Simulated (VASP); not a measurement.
## LiH: single point with LDA

Crystal: LiH.

```
Li H
1.0
     0.00000    1.99847    1.99847
     1.99847    0.00000    1.99847
     1.99847    1.99847    0.00000
Li H
1 1
Direct
  0.00000 0.00000 0.00000
  0.50000 0.50000 0.50000
```

```json
{"Program": "VASP 6.6.1", "Task": "single point", "Functional": "LDA", "Potentials or basis": "VASP PAW LDA potentials, release 64 (Li_sv, H)", "Cutoff": "750 eV", "k mesh": "4 × 4 × 4", "Occupations": "gaussian, width 0.01 eV", "Spin": "no spin polarisation", "Dipole correction": "no", "Further INCAR settings": "ALGO = Normal; EDIFF = 1e-06; NBANDS = 9"}
```

```
Pressure               : -2.1 GPa
Band gap on the k mesh : 2.58 eV, direct
```

Levels at points of the mesh, in eV from the valence-band top:
| k point | band 1 | band 2 | band 3 | band 4 | band 5 | band 6 |
| --- | --- | --- | --- | --- | --- | --- |
| (0.00, 0.00, 0.00) | -43.48 | -5.61 | 16.23 | 17.47 | 17.47 | 17.47 |
| (0.50, 0.00, 0.00) | -43.43 | -2.79 | 4.63 | 13.59 | 16.03 | 16.03 |
| (0.50, 0.50, 0.00) | -43.41 | 0.00 | 2.58 | 10.42 | 10.42 | 13.70 |

Run time: 2.1 s on 1 thread of Intel(R) Xeon(R) Platinum 8488C (Sapphire Rapids) (shared host), peak memory 0.12 GiB.

Caveat: the k points lie up to 0.68 Å⁻¹ apart. A k mesh can miss the band edges.
